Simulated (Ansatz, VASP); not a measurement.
TePt in VASP and in Ansatz

The input INCAR:

```
PREC     = Accurate       # precision mode
ENCUT    = 600            # plane-wave cutoff, eV
EDIFF    = 1E-6           # SCF threshold, eV
ISMEAR   = 0              # smearing method
SIGMA    = 0.1            # smearing width, eV
LREAL    = F              # projectors in reciprocal space
LASPH    = T              # aspherical terms in the spheres
NELM     = 100            # most SCF steps
ALGO     = Normal         # electronic algorithm
ISIF     = 3              # what is computed and relaxed
LWAVE    = F              # write WAVECAR
LCHARG   = F              # write CHGCAR
GGA      = PS             # functional
IVDW     = 13             # dispersion correction
IBRION   = 2              # ionic algorithm
NSW      = 100            # ionic steps
EDIFFG   = -0.002         # ionic threshold
```

File KPOINTS:

```
Automatic mesh
0
Gamma
  12 12 12
```

Contents of POSCAR:

```
TePt
1.0
    1.9815661262      1.1440577364      6.6610334788
   -1.9815661262      1.1440577364      6.6610334788
    0.0000000000     -2.2881154728      6.6610334788
Te Pt
2 2
Direct
    0.5980000000      0.5980000000      0.5980000000
    0.4020000000      0.4020000000      0.4020000000
    0.8703333333      0.8703333333      0.8703333333
    0.1296666667      0.1296666667      0.1296666667
```

Input for Ansatz:

```yaml
crystal:
  lattice:
    - [1.9815661262, 1.1440577364, 6.6610334788]
    - [-1.9815661262, 1.1440577364, 6.6610334788]
    - [0.0, -2.2881154728, 6.6610334788]
  atoms:
    - { symbol: Te, position: [0.598, 0.598, 0.598] }
    - { symbol: Te, position: [0.402, 0.402, 0.402] }
    - { symbol: Pt, position: [0.8703333333, 0.8703333333, 0.8703333333] }
    - { symbol: Pt, position: [0.1296666667, 0.1296666667, 0.1296666667] }
basis:
  ecutwfc: 420
kpoints:
  mp_grid: { grid: [12, 12, 12] }
hamiltonian:
  xc: pbesol
  dispersion: d4
scf:
  occupations: { method: gaussian, width: 0.1 }
output:
  forces: true
  stress: true
  eigenvalues: true
  write_density: true
  write_potential: true
  elf: true
  volumetric_format: npy
relax:
  adjacent_minimum: "off"
  f_tol: 0.002
  max_steps: 80
  cell: { stress_tol: 0.02 }
```

Alike in both runs: task relaxation of cell and atoms; functional PBEsol; dispersion D4; k mesh 12 × 12 × 12; occupations gaussian, width 0.1 eV; no spin polarisation.

```csv
,VASP,Ansatz
version,VASP 6.6.1,Ansatz 0.2.0
potentials or method,"VASP PAW PBE potentials, release 64 (Te, Pt), cutoff 600 eV","scalar-relativistic, plane waves, PAW"
valence electrons in the cell,32,68
```

```tsv
	VASP	Ansatz	Ansatz less VASP
gap on the k mesh at the Fermi level, each at its own relaxed structure (eV)	none	none	-
relaxed volume (Å³/atom)	21.72	21.74	+0.017
relaxed cell length with the largest relative difference (Å)	6.855	6.857	+0.0017
```

VASP's potentials were made for PBE, not for PBEsol. A gap of «none» marks a metal or a gap that the smearing closes. VASP's potentials hold 32 valence electrons a cell and Ansatz's 68, so a difference there can come from the potentials and not from the codes.

Spin-orbit coupling is off throughout.
